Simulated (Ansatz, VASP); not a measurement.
## AgPt3: VASP beside Ansatz

The input INCAR:

```
PREC     = Accurate       # precision mode
ENCUT    = 520            # plane-wave cutoff, eV
EDIFF    = 1E-8           # SCF threshold, eV
ISMEAR   = -1             # smearing method
SIGMA    = 0.08           # smearing width, eV
LREAL    = False          # projectors in reciprocal space
LASPH    = True           # aspherical terms in the spheres
NELM     = 60             # most SCF steps
ALGO     = Normal         # electronic algorithm
ISIF     = 2              # what is computed and relaxed
LWAVE    = False          # write WAVECAR
LCHARG   = False          # write CHGCAR
GGA      = CA             # functional
LEFG     = True         
NBANDS   = 28             # bands
```

KPOINTS

```
Automatic mesh
0
Gamma
  9 9 9
```

Contents of POSCAR:

```
AgPt3
1.0
    3.9780000000      0.0000000000      0.0000000000
    0.0000000000      3.9780000000      0.0000000000
    0.0000000000      0.0000000000      3.9000000000
Ag Pt
1 3
Direct
    0.0000000000      0.0000000000      0.0000000000
    0.0000000000      0.5000000000      0.5000000000
    0.5000000000      0.0000000000      0.5000000000
    0.5000000000      0.5000000000      0.0000000000
```

Input for Ansatz:

```yaml
crystal:
  lattice:
    - [3.978, 0.0, 0.0]
    - [0.0, 3.978, 0.0]
    - [0.0, 0.0, 3.9]
  atoms:
    - { symbol: Ag, position: [0.0, 0.0, 0.0] }
    - { symbol: Pt, position: [0.0, 0.5, 0.5] }
    - { symbol: Pt, position: [0.5, 0.0, 0.5] }
    - { symbol: Pt, position: [0.5, 0.5, 0.0] }
kpoints:
  mp_grid: { grid: [9, 9, 9] }
scf:
  occupations: { method: fermi_dirac, width: 0.08 }
hamiltonian:
  xc: lda
  pseudopotentials: { kind: all_electron, datasets: crystal }
output:
  forces: true
  stress: true
  eigenvalues: true
  efg: { contact_densities: true }
```

Change from the starting cell: equal xx and yy strain of +2 %, crystal datasets.

Alike in both runs: task electric field gradients; functional LDA; k mesh 9 × 9 × 9; occupations fermi-dirac, width 0.08 eV; no spin polarisation.

```csv
,VASP,Ansatz
version,VASP 6.6.1,Ansatz 0.2.0
potentials or method,"VASP PAW LDA potentials, release 64 (Ag, Pt), cutoff 520 eV","all-electron PAW with datasets made for the crystal, scalar-relativistic"
```

Ansatz gave:

- pressure (GPa): -7.4
- traceless stress, the component that is largest in VASP (GPa): 1.19
- size of Vzz on the site where it differs most (V/Å²): 6.1

Question: Estimate VASP's values.

Answer: Pressure (GPa): -6.9; traceless stress, the component that is largest in VASP (GPa): 1.18; size of Vzz on the site where it differs most (V/Å²): 18.6.

LDA's correlation is that of Perdew and Zunger in VASP and of Perdew and Wang (1992) in Ansatz. Ansatz ran all-electron here, and VASP with PAW potentials.

Neither program's run includes spin-orbit coupling.
